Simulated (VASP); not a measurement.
# BN (P6_3mc) in VASP: settings compared, part 3 of 3

VASP 6.6.1. Earlier steps stand in the parts before.

## 5. Single point, r2SCAN

This run uses another cell than the first one, of 5.89 Å³/atom, 0.932 times its volume.

File POSCAR:

```
BN
1.0
    2.5479975850      0.0000000000      0.0000000000
   -1.2739987925      2.2066306374      0.0000000000
    0.0000000000      0.0000000000      8.3753605970
B N
4 4
Direct
    0.0000000000      0.0000000000      0.0003894312
    0.3333333333      0.6666666667      0.2496892035
    0.0000000000      0.0000000000      0.5003894312
    0.6666666667      0.3333333333      0.7496892035
    0.0000000000      0.0000000000      0.1869898385
    0.3333333333      0.6666666667      0.4379315267
    0.0000000000      0.0000000000      0.6869898385
    0.6666666667      0.3333333333      0.9379315267
```

File INCAR.step1:

```
SYSTEM = BN
PREC = Accurate
ENCUT = 520
ISMEAR = 0
SIGMA = 0.01
LREAL = .FALSE.
LASPH = .TRUE.
NELM = 60
NBANDS = 26
GGA = PE
ALGO = Normal
EDIFF = 1E-4
LWAVE = .TRUE.
LCHARG = .FALSE.
```

File INCAR.step2:

```
SYSTEM = BN
PREC = Accurate
ENCUT = 520
EDIFF = 1E-6
ISMEAR = 0
SIGMA = 0.01
LREAL = .FALSE.
LASPH = .TRUE.
NELM = 60
ALGO = Normal
ISIF = 2
LWAVE = .FALSE.
LCHARG = .FALSE.
METAGGA = R2SCAN
LMIXTAU = .TRUE.
NBANDS = 26
ISTART = 1
```

File KPOINTS:

```
Automatic mesh
0
G
  9 9 4
  0 0 0
```

Potentials or basis: VASP PAW PBE potentials, release 64 (B, N).

The run is started by

```sh
cat potpaw_PBE.64/B/POTCAR potpaw_PBE.64/N/POTCAR > POTCAR
cp INCAR.step1 INCAR
mpirun -np 1 vasp_std > vasp.out
cp INCAR.step2 INCAR
mpirun -np 1 vasp_std > vasp.out
```

OUTCAR:

```text
SYSTEM = BN
   PREC = Accurate
   ENCUT = 520
   EDIFF = 1E-6
   ISMEAR = 0
   LREAL = .FALSE.
   LASPH = .TRUE.
   NELM = 60
   ISIF = 2
   METAGGA = R2SCAN
   ISTART = 1

 ion  position               nearest neighbor table
   1  0.000  0.000  0.000-   8 1.56   8 1.56   8 1.56   5 1.56
   2  0.333  0.667  0.250-   5 1.56   5 1.56   5 1.56   6 1.58
   3  0.000  0.000  0.500-   6 1.56   6 1.56   6 1.56   7 1.56
   4  0.667  0.333  0.750-   7 1.56   7 1.56   7 1.56   8 1.58
   5  0.000  0.000  0.187-   2 1.56   2 1.56   2 1.56   1 1.56
   6  0.333  0.667  0.438-   3 1.56   3 1.56   3 1.56   2 1.58
   7  0.000  0.000  0.687-   4 1.56   4 1.56   4 1.56   3 1.56
   8  0.667  0.333  0.938-   1 1.56   1 1.56   1 1.56   4 1.58

  LATTYP: Found a hexagonal cell.
 ALAT       =     2.5479975850
 C/A-ratio  =     3.2870363168

  Lattice vectors:

 A1 = (   2.5479975850,   0.0000000000,   0.0000000000)
 A2 = (  -1.2739987925,   2.2066306374,   0.0000000000)
 A3 = (   0.0000000000,   0.0000000000,   8.3753605970)

Analysis of symmetry for initial positions (statically):
=====================================================================
 Subroutine PRICEL returns:
 Original cell was already a primitive cell.

 Routine SETGRP: Setting up the symmetry group for a
 hexagonal supercell.

 Subroutine GETGRP returns: Found 12 space group operations
 (whereof  6 operations were pure point group operations)
 out of a pool of 24 trial point group operations.

The static configuration has the point symmetry C_3v.
 The point group associated with its full space group is C_6v.

Analysis of symmetry for dynamics (positions and initial velocities):
=====================================================================
 Subroutine PRICEL returns:
 Original cell was already a primitive cell.

 Routine SETGRP: Setting up the symmetry group for a
 hexagonal supercell.

 Subroutine GETGRP returns: Found 12 space group operations
 (whereof  6 operations were pure point group operations)
 out of a pool of 24 trial point group operations.

The dynamic configuration has the point symmetry C_3v.
 The point group associated with its full space group is C_6v.

 Subroutine INISYM returns: Found 12 space group operations
 (whereof  6 operations are pure point group operations),
 and found     1 'primitive' translations

----------------------------------------------------------------------------------------

                                     Primitive cell

  volume of cell :      47.0904

  direct lattice vectors                    reciprocal lattice vectors
     2.547997585  0.000000000  0.000000000     0.392465050  0.226589802  0.000000000
    -1.273998793  2.206630637  0.000000000     0.000000000  0.453179605  0.000000000
     0.000000000  0.000000000  8.375360597     0.000000000  0.000000000  0.119397844

  length of vectors
     2.547997585  2.547997585  8.375360597     0.453179605  0.453179605  0.119397844

  position of ions in fractional coordinates (direct lattice)
     0.000000000  0.000000000  0.000389431
     0.333333333  0.666666667  0.249689203
     0.000000000  0.000000000  0.500389431
     0.666666667  0.333333333  0.749689203
     0.000000000  0.000000000  0.186989838
     0.333333333  0.666666667  0.437931527
     0.000000000  0.000000000  0.686989838
     0.666666667  0.333333333  0.937931527

  ion indices of the primitive-cell ions
   primitive index   ion index
[... 38 lines left out ...]
  0.111111  0.000000  0.000000      6.000000
  0.222222  0.000000  0.000000      6.000000
  0.333333  0.000000  0.000000      6.000000
  0.444444  0.000000  0.000000      6.000000
  0.111111  0.111111  0.000000      6.000000
[... 16 lines left out ...]
  0.333333  0.222222  0.250000     24.000000
  0.333333  0.333333  0.250000      4.000000
 [... further k-points ...]
   k-points           NKPTS =     36   k-points in BZ     NKDIM =     36   number of bands    NBANDS=     26
   number of dos      NEDOS =    301   number of ions     NIONS =      8
   total plane-waves  NPLWV =  25600
   dimension x,y,z NGX =    20 NGY =   20 NGZ =   64
   dimension x,y,z NGXF=    40 NGYF=   40 NGZF=  128
   ions per type =               4   4
   NGX,Y,Z   is equivalent  to a cutoff of  13.05, 13.05, 12.70 a.u.
   NGXF,Y,Z  is equivalent  to a cutoff of  26.10, 26.10, 25.41 a.u.
 SYSTEM =  BN
   PREC   = accura    normal or accurate (medium, high low for compatibility)
   ISTART =      1    job   : 0-new  1-cont  2-samecut
   ICHARG =      0    charge: 1-file 2-atom 10-const
   ISPIN  =      1    spin polarized calculation?
   LNONCOLLINEAR =      F non collinear calculations
   LSORBIT =      F    spin-orbit coupling
   LASPH  =      T    aspherical Exc in radial PAW
   ENCUT  =  520.0 eV  38.22 Ry    6.18 a.u.   4.74  4.74 15.57*2*pi/ulx,y,z
   NELM   =     60;   NELMIN=  2; NELMDL=  0     # of ELM steps
   EDIFF  = 0.1E-05   stopping-criterion for ELM
   LREAL  =      F    real-space projection
   EDIFFG = 0.1E-04   stopping-criterion for IOM
   NSW    =      0    number of steps for IOM
   IBRION =     -1    ionic relax: 0-MD 1-quasi-New 2-CG
   NFREE  =      0    steps in history (QN), initial steepest desc. (CG)
   ISIF   =      2    stress and relaxation
   ISYM   =      2    0-nonsym 1-usesym 2-fastsym
   POTIM  = 0.5000    time-step for ionic-motion
   TEBEG  =    0.0;   TEEND  =   0.0 temperature during run
   PSTRESS=    0.0 pullay stress
   NELECT =      32.0000    total number of electrons
   NUPDOWN=      -1.0000    fix difference up-down
   EMIN   =  10.00;   EMAX   =-10.00  energy-range for DOS
   EFERMI =   0.00;   METHOD = LEGACY
   ISMEAR =     0;   SIGMA  =   0.01  broadening in eV -4-tet -1-fermi 0-gaus
   EFERMI_NEDOS =   21; number of points for ismear=-14 and -15
   IALGO  =     38    algorithm
   IMIX   =      4    mixing-type and parameters
     AMIX     =   0.40;   BMIX     =  1.00
     AMIX_MAG =   1.60;   BMIX_MAG =  1.00
  volume/ion in A,a.u.               =       5.89        39.72
  Fermi-wavevector in a.u.,A,eV,Ry     =   1.439287  2.719858 28.185113  2.071547
  Thomas-Fermi vector in A             =   2.558159
   LORBIT       =      0    0 simple, 1 ext, 2 COOP (PROOUT), +10 PAW based schemes
   METAGGA = R2SCAN    functional components
   LHFCALC =     F    Hartree Fock is set to
   AEXX    =    0.0000 exact exchange contribution
   IVDW    =     0    specifies the selected vdW correction
   LEPSILON=     F    determine dielectric tensor
   LRPA    =     F    only Hartree local field effects (RPA)
 non-spin polarized calculation
 Gauss-broadening in eV      SIGMA  =   0.01
  energy-cutoff  :      520.00
  volume of cell :       47.09
 maximum number of plane-waves:      1284
 NGX is ok and might be reduce to    20
   NGX =  9   NGY =  9   NGZ = 31

 number of electron      31.9999994 magnetization

 Free energy of the ion-electron system (eV)
  ---------------------------------------------------
  ext. energy  EPLUGINS =         0.00000000
  ---------------------------------------------------
  free energy    TOTEN  =       -76.62080632 eV

  energy without entropy =      -76.62080632  energy(sigma->0) =      -76.62080632

 E-fermi :   7.4162     XC(G=0): -13.6591

 val. band max:        7.3612218537   @ k =   0.0000   0.0000   0.0000
 cond. band min:      13.5397374261   @ k =   0.4444   0.0000   0.0000
 fundamental gap:      6.1785155724
 Fermi energy:         7.4162098119

 k-point     1 :       0.0000    0.0000    0.0000
  band No.  band energies     occupation
      1     -14.0576      2.00000
      2     -12.5750      2.00000
      3     -12.4992      2.00000
      4      -9.7766      2.00000
      5      -3.8677      2.00000
      6       1.4766      2.00000
[... 685 lines left out ...]
     25      22.8309      0.00000
     26      22.8597      0.00000

 [... further k-points ...]
[... 5 lines left out ...]
  --------------------------------------------------------------------------------------
  -------------------------------------------------------------------------------------
  Total        0.3253424      0.3253424      0.3190937      0.0000000      0.0000000      0.0000000
  in kB       11.0692720     11.0692720     10.8566700      0.0000000      0.0000000      0.0000000
  external PRESSURE =      10.9984047 kB  Pullay stress =       0.0000000 kB

 VOLUME and BASIS-vectors are now :
 -----------------------------------------------------------------------------
  energy-cutoff  :      520.00
  volume of cell :       47.09
      direct lattice vectors                 reciprocal lattice vectors
     2.547997585  0.000000000  0.000000000     0.392465050  0.226589802  0.000000000
    -1.273998793  2.206630637  0.000000000     0.000000000  0.453179605  0.000000000
     0.000000000  0.000000000  8.375360597     0.000000000  0.000000000  0.119397844

 POSITION                                       TOTAL-FORCE (eV/Angst)
 -----------------------------------------------------------------------------------
      0.00000      0.00000      0.00326         0.000000      0.000000     -0.000159
     -0.00000      1.47109      2.09124        -0.000000      0.000000      0.002074
      0.00000      0.00000      4.19094        -0.000000      0.000000     -0.000159
      1.27400      0.73554      6.27892        -0.000000      0.000000      0.002074
      0.00000      0.00000      1.56611         0.000000      0.000000     -0.001026
     -0.00000      1.47109      3.66783        -0.000000      0.000000     -0.000889
      0.00000      0.00000      5.75379        -0.000000      0.000000     -0.001026
      1.27400      0.73554      7.85551         0.000000     -0.000000     -0.000889
 -----------------------------------------------------------------------------------
    total drift:                                0.000000      0.000000     -0.003121

  FREE ENERGIE OF THE ION-ELECTRON SYSTEM (eV)
  ---------------------------------------------------
  free  energy   TOTEN  =       -76.6208063248 eV

  energy  without entropy=      -76.6208063248  energy(sigma->0) =      -76.62080632
```

Wall time 2.4 min (1 thread of Intel Xeon Platinum 8259CL at 2.50GHz (Skylake/Cascade Lake), shared host); peak memory 0.18 GiB.

Results:

```
Free energy            : -76.6208 eV
Pressure               : 1.1 GPa
Band gap on the k mesh : 6.18 eV, indirect (least direct gap 8.23 eV)
```

Forces on the atoms (eV/Å):
```
B    0.000  0.000  0.000
B    0.000  0.000  0.002
B    0.000  0.000  0.000
B    0.000  0.000  0.002
N    0.000  0.000 -0.001
N    0.000  0.000 -0.001
N    0.000  0.000 -0.001
N    0.000  0.000 -0.001
```

Caveat: the PAW data sets were made with another functional, which shifts forces and pressure a little.

## 6. Single point, PBE

This run uses another cell than the first one, of 5.89 Å³/atom, 0.932 times its volume.

File INCAR:

```
ALGO = Normal
EDIFF = 1E-7
ENCUT = 520
GGA = PE
ISIF = 2
ISMEAR = 0
LASPH = True
LCHARG = False
LREAL = False
LWAVE = False
NBANDS = 26
NELM = 100
PREC = Accurate
SIGMA = 0.01
```

File KPOINTS:

```
k-points
0
Gamma
  12 12 4
```

POSCAR is that of step 5.

Potentials or basis: VASP PAW PBE potentials, release 64 (B, N).

The run is started by

```sh
cat potpaw_PBE.64/B/POTCAR potpaw_PBE.64/N/POTCAR > POTCAR
mpirun -np 1 vasp_std > vasp.out
```

OUTCAR:

```text
EDIFF = 1E-7
   ENCUT = 520
   GGA = PE
   ISIF = 2
   ISMEAR = 0
   LASPH = True
   LREAL = False
   NELM = 100
   PREC = Accurate

 ion  position               nearest neighbor table
   1  0.000  0.000  0.000-   8 1.56   8 1.56   8 1.56   5 1.56
   2  0.333  0.667  0.250-   5 1.56   5 1.56   5 1.56   6 1.58
   3  0.000  0.000  0.500-   6 1.56   6 1.56   6 1.56   7 1.56
   4  0.667  0.333  0.750-   7 1.56   7 1.56   7 1.56   8 1.58
[... 915 lines left out ...]
  Total        1.4663304      1.4663304      1.4356906     -0.0000000      0.0000000      0.0000000
  in kB       49.8896272     49.8896272     48.8471559     -0.0000000      0.0000000      0.0000000
  external PRESSURE =      49.5421368 kB  Pullay stress =       0.0000000 kB

 VOLUME and BASIS-vectors are now :
 -----------------------------------------------------------------------------
  energy-cutoff  :      520.00
  volume of cell :       47.09
      direct lattice vectors                 reciprocal lattice vectors
     2.547997585  0.000000000  0.000000000     0.392465050  0.226589802  0.000000000
    -1.273998793  2.206630637  0.000000000     0.000000000  0.453179605  0.000000000
     0.000000000  0.000000000  8.375360597     0.000000000  0.000000000  0.119397844

 POSITION                                       TOTAL-FORCE (eV/Angst)
 -----------------------------------------------------------------------------------
      0.00000      0.00000      0.00326         0.000000     -0.000000      0.000034
     -0.00000      1.47109      2.09124         0.000000      0.000000      0.007404
      0.00000      0.00000      4.19094         0.000000      0.000000      0.000034
      1.27400      0.73554      6.27892        -0.000000      0.000000      0.007404
      0.00000      0.00000      1.56611         0.000000      0.000000      0.001796
     -0.00000      1.47109      3.66783         0.000000     -0.000000     -0.009233
      0.00000      0.00000      5.75379         0.000000      0.000000      0.001796
      1.27400      0.73554      7.85551        -0.000000      0.000000     -0.009233
 -----------------------------------------------------------------------------------
    total drift:                                0.000000      0.000000     -0.000101

  FREE ENERGIE OF THE ION-ELECTRON SYSTEM (eV)
  ---------------------------------------------------
  free  energy   TOTEN  =       -69.7364189928 eV

  energy  without entropy=      -69.7364189928  energy(sigma->0) =      -69.73641899
```

It took 100 s on 1 thread of Intel Xeon Platinum 8259CL at 2.50GHz (Skylake/Cascade Lake), shared host; peak memory 0.19 GiB.

Results:

```yaml
Free_energy: -69.7364 eV
Pressure: 5.0 GPa
Largest_force: 0.009 eV/Å
Band_gap_on_the_k_mesh: 5.52 eV, indirect (least direct gap 7.55 eV)
```

Forces on the atoms (eV/Å):
```
B    0.000  0.000  0.000
B    0.000  0.000  0.007
B    0.000  0.000  0.000
B    0.000  0.000  0.007
N    0.000  0.000  0.002
N    0.000  0.000 -0.009
N    0.000  0.000  0.002
N    0.000  0.000 -0.009
```

A k mesh can miss the band edges. As with any semilocal functional, this PBE gap is likely too small.

## 7. Overview

```csv
level,cell,k mesh,gap on the mesh (eV),pressure (GPa),largest force (eV/Å)
PBE,"a = 2.609, b = 2.609, c = 8.574 Å, angles 90.0, 90.0, 120.0°, 8 atoms",9 × 9 × 4,5.47,-19.3,0.03
r2SCAN,"a = 2.496, b = 2.496, c = 8.204 Å, angles 90.0, 90.0, 120.0°, 8 atoms",9 × 9 × 4,6.33,28.5,0.03
r2SCAN,"a = 2.522, b = 2.522, c = 8.291 Å, angles 90.0, 90.0, 120.0°, 8 atoms",9 × 9 × 4,6.26,13.9,0.02
r2SCAN,"a = 2.548, b = 2.548, c = 8.375 Å, angles 90.0, 90.0, 120.0°, 8 atoms",9 × 9 × 4,6.18,1.1,-
PBE,"a = 2.548, b = 2.548, c = 8.375 Å, angles 90.0, 90.0, 120.0°, 8 atoms",12 × 12 × 4,5.52,5.0,0.01
```

Alike in all rows: task single point; potentials or basis VASP PAW PBE potentials, release 64 (B, N); no spin polarisation; cutoff (eV) 520; smearing gaussian 0.01 eV.

Caveats: the PAW data sets were made with another functional, which shifts forces and pressure a little (some runs).

Absolute energies hang on the potentials; compare differences alone.
